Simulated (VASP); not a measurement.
**W: relaxation of cell and atoms with PBEsol**

Crystal: W.

```
W
1.0
    -1.59215    1.59215    1.59215
     1.59215   -1.59215    1.59215
     1.59215    1.59215   -1.59215
W
1
Direct
  0.00000 0.00000 0.00000
```

| Item | Value |
| --- | --- |
| Program | VASP 6.6.1 |
| Task | relaxation of cell and atoms |
| Functional | PBEsol |
| Potentials or basis | VASP PAW PBE potentials, release 64 (W_sv) |
| Cutoff | 600 eV |
| k mesh | 18 × 18 × 18 |
| Occupations | gaussian, width 0.1 eV |
| Spin | no spin polarisation |
| Target pressure | -3 GPa |
| Dipole correction | no |
| Further INCAR settings | ALGO = Normal; EDIFF = 1e-07; IBRION = 2; EDIFFG = -0.008; NSW = 70; ISIF = 3 |

| Item | Value |
| --- | --- |
| Relaxed volume | 15.87 Å³/atom |
| Relaxed cell | a = 2.742 Å, b = 2.742 Å, c = 2.742 Å, α = 109.47°, β = 109.47°, γ = 109.47° |
| Space group after relaxing (to 0.1 Å) | Im-3m (No. 229) |
| Energy change on relaxing (the run minimises the enthalpy) | -9.5 meV/atom |
| Ionic steps | 4 |
| Pressure after relaxing | -3.0 GPa |
| Band gap on the k mesh | zero (bands 7 and 8 overlap by 6.40 eV) |

Step by step:
```
step  energy change (eV)  largest force (eV/Å)  pressure (GPa)  volume (Å³)
   1              0.0000                0.0000           -8.14        16.14
   2              0.0304                0.0000           18.10        14.96
   3             -0.0093                0.0000           -3.14        15.88
   4             -0.0095                0.0000           -3.01        15.87
```

Final structure:
```
W
1.0
    -1.58323    1.58323    1.58323
     1.58323   -1.58323    1.58323
     1.58323    1.58323   -1.58323
W
1
Direct
  0.00000 0.00000 0.00000
```

Levels at points of the mesh, in eV from the Fermi level:
```tsv
k point	band 5	band 6	band 7	band 8	band 9	band 10
(0.00, 0.00, 0.00)	-9.64	-1.22	-1.22	-1.22	2.24	2.24
(0.50, 0.00, 0.00)	-6.27	-3.56	0.70	2.14	3.11	6.16
(0.50, 0.50, 0.50)	-5.83	-5.83	5.18	5.18	5.18	8.25
```

It took 110 s on 1 thread of Intel Xeon 8259CL, on a shared host, peak memory 0.18 GiB.

Caveat: the cell is relaxed towards a set pressure, so the run minimises the enthalpy, not the energy; the PAW data sets were made with another functional, which shifts forces and pressure a little; spin-orbit coupling is left out, which moves the levels of the heavy elements.
